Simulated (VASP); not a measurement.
The system is KCdCO3F.

```xyz
7
Lattice="5.1338 0.0000 0.0000 -2.5669 4.4460 0.0000 0.0000 0.0000 4.4872" Properties=species:S:1:pos:R:3 pbc="T T T"
K     0.0000    0.0000    0.0000
Cd    2.5669    1.4820    2.2436
C     0.0000    2.9640    2.2436
O     0.0000    1.6708    2.2436
O    -1.1199    3.6106    2.2436
O     1.1199    3.6106    2.2436
F     2.5669    1.4820    0.0000
```

| Item | Value |
| --- | --- |
| Program | VASP 6.6.1 |
| Task | relaxation of cell and atoms |
| Functional | LDA |
| Potentials or basis | VASP PAW LDA potentials, release 64 (K_sv, Cd, C, O, F) |
| Cutoff | 600 eV |
| k mesh | 6 × 6 × 6 |
| Occupations | gaussian, width 0.02 eV |
| Spin | no spin polarisation |

At the start: pressure -6.6 GPa; volume 14.63 Å³/atom.

Where does the relaxation end?

Over 15 steps the energy falls by 30.8 meV/atom and the volume is 13.21 Å³/atom (-9.7 %); space group P-6m2 (No. 187, to 0.05 Å).

Step by step:
```tsv
step	energy change (eV)	largest force (eV/Å)	pressure (GPa)	volume (Å³)
1	0.0000	0.2198	-6.60	102.42
2	-0.0209	3.2881	4.89	93.75
3	-0.1053	1.5238	-1.06	97.68
4	-0.2095	0.4206	0.08	93.30
5	-0.2136	0.1540	0.48	92.25
6	-0.2136	0.1806	0.46	92.36
7	-0.2141	0.0803	-0.51	92.92
8	-0.2145	0.0217	-0.13	92.69
9	-0.2149	0.0249	-0.11	92.67
10	-0.2157	0.0335	-0.03	92.59
11	-0.2152	0.0511	0.14	92.44
12	-0.2158	0.0399	0.03	92.54
13	-0.2156	0.1010	-0.23	92.55
14	-0.2159	0.0013	-0.05	92.54
15	-0.2159	0.0006	-0.01	92.50
```

Final structure:
```
K Cd C O F
1.0
     4.95764    0.00000    0.00000
    -2.47882    4.29345    0.00000
     0.00000    0.00000    4.34594
K Cd C O F
1 1 1 3 1
Cartesian
  4.9576 0.0000 0.0000
  2.4788 1.4311 2.1730
  0.0000 2.8623 2.1730
  0.0000 1.5792 2.1730
  -1.1112 3.5038 2.1730
  1.1112 3.5038 2.1730
  2.4788 1.4311 0.0000
```
